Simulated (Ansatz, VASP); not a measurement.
# KF in VASP and in Ansatz

```
CELL_PARAMETERS angstrom
0.00000 2.71054 2.71054
2.90027 0.00000 2.71054
2.90027 2.71054 0.00000
ATOMIC_POSITIONS crystal
K 0.00000 0.00000 0.00000
F 0.50000 0.50000 0.50000
```

Change from the starting cell: normal strain along x +0.0700, normal strain along z +0.0000.

Alike in both runs: task single point; functional PBE; k mesh 8 × 8 × 8; occupations gaussian, width 0.05 eV; no spin polarisation.

|  | VASP | Ansatz |
| --- | --- | --- |
| version | VASP 6.6.1 | Ansatz 0.2.0 |
| potentials or method | VASP PAW PBE potentials, release 64 (K_sv, F), cutoff 520 eV | scalar-relativistic, plane waves, PAW |
| valence electrons in the cell | 16 | 16 |

Ansatz gave:

* gap on the k mesh at the Fermi level (eV): 5.60
* least direct gap on the mesh (eV): 5.60
* pressure (GPa): -1.4
* traceless stress, the component that is largest in VASP (GPa): -1.13

Q: Which values does VASP return?

A: gap on the k mesh at the Fermi level (eV): 5.59; least direct gap on the mesh (eV): 5.59; pressure (GPa): -1.4; traceless stress, the component that is largest in VASP (GPa): -1.19.
